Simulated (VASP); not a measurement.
Here is a VASP 6.6.1 calculation.

The input INCAR:

```
SYSTEM = Hf5S9
ALGO     = Normal         ! electronic algorithm
EDIFF    = 1E-7           ! SCF threshold, eV
ENCUT    = 520            ! plane-wave cutoff, eV
GGA      = PE             ! functional
ISIF     = 2              ! what is computed and relaxed
ISMEAR   = 0              ! smearing method
IVDW     = 12             ! dispersion correction
LASPH    = .TRUE.         ! aspherical terms in the spheres
LCHARG   = .TRUE.         ! write CHGCAR
LELF     = .TRUE.         ! ELF
LREAL    = Auto         
LVHAR    = .TRUE.       
LWAVE    = .FALSE.        ! write WAVECAR
NBANDS   = 124            ! bands
NELM     = 60             ! most SCF steps
PREC     = Accurate       ! precision mode
SIGMA    = 0.01           ! smearing width, eV
```

File KPOINTS:

```
Automatic mesh
0
Gamma
  2 2 2
  0.5 0.5 0.5
```

POSCAR

```
Hf5S9
1.0
    0.0000000000      6.2455376308     -5.7703876601
    5.4087942486     -3.1227688154     -5.7703876601
   -5.4087942486     -3.1227688154     -5.7703876601
Hf S
10 18
Direct
   -0.0074409812      0.3176664954      0.6620056152
    0.3505757274      0.0192178488      0.6648505251
   -0.0070353804      0.6629121786      0.3161357599
    0.6498020800      0.6605977555      0.6598061747
    0.3353982320      0.3248603348      0.3237165389
   -0.0014170274      0.0195168399      1.0182829056
    0.6579910566      0.0023642909      0.3241641533
    0.3510290267      0.6661361034      1.0183519895
    0.6584636192      0.3256667571      1.0007566680
    1.0232817710      0.6906223921      0.6889250463
    0.8518783949      0.2057497866      0.2046984697
    0.1934312092      0.8606941162      0.2077263793
    0.8520625499      0.5212539112      0.8666317667
    0.5375633062      0.5209579610      0.2044682210
    0.1934198270      0.2084746160      0.8594906989
    0.8517261285      0.8677240931      0.5196160653
    0.5385426018      0.8599185748      0.8587336327
    0.1997051059      0.5197794109      0.5186446890
    0.5374038599      0.2053290752      0.5201400372
    0.1427333777      0.1291923354      0.4713640087
    0.4599378054      0.8109725217      0.4710092216
    0.1429547546      0.4723963991      0.1278863422
    0.8015636665      0.4668440709      0.4653007684
    0.4632272393      0.1305384887      0.1289800754
    0.1576847136      0.8262834648      0.8256231852
    0.8043033460      0.8112781641      0.1268735532
    0.4597190232      0.4722012756      0.8099851718
    0.8044315881      0.1276795992      0.8101322643
```

Potentials or basis: VASP PAW PBE potentials, release 64 (Hf_pv, S).

The run is started by

```sh
$ cat potpaw_PBE.64/Hf_pv/POTCAR potpaw_PBE.64/S/POTCAR > POTCAR
$ mpirun -np 1 vasp_std > vasp.out
```

**Question.** What does it give for the band gap on the k mesh?

**Answer.** Zero (bands 104 and 105 overlap by 0.59 eV).

**Question.** Predict the pressure.

**Answer.** 0.3 GPa.

**Question.** Predict the dispersion energy per atom.

**Answer.** -0.359 eV.

Stress tensor (GPa, compression positive):
```
-0.70  0.00  0.02
 0.00 -0.76  0.03
 0.02  0.03  2.42
```

Caveat: the k points lie up to 0.38 Å⁻¹ apart, too coarse for converged energies and pressures of a metal; the cell differs from its parent crystal (with an interstitial atom, then relaxed in part); spin-orbit coupling is left out, which moves the levels of the heavy elements.
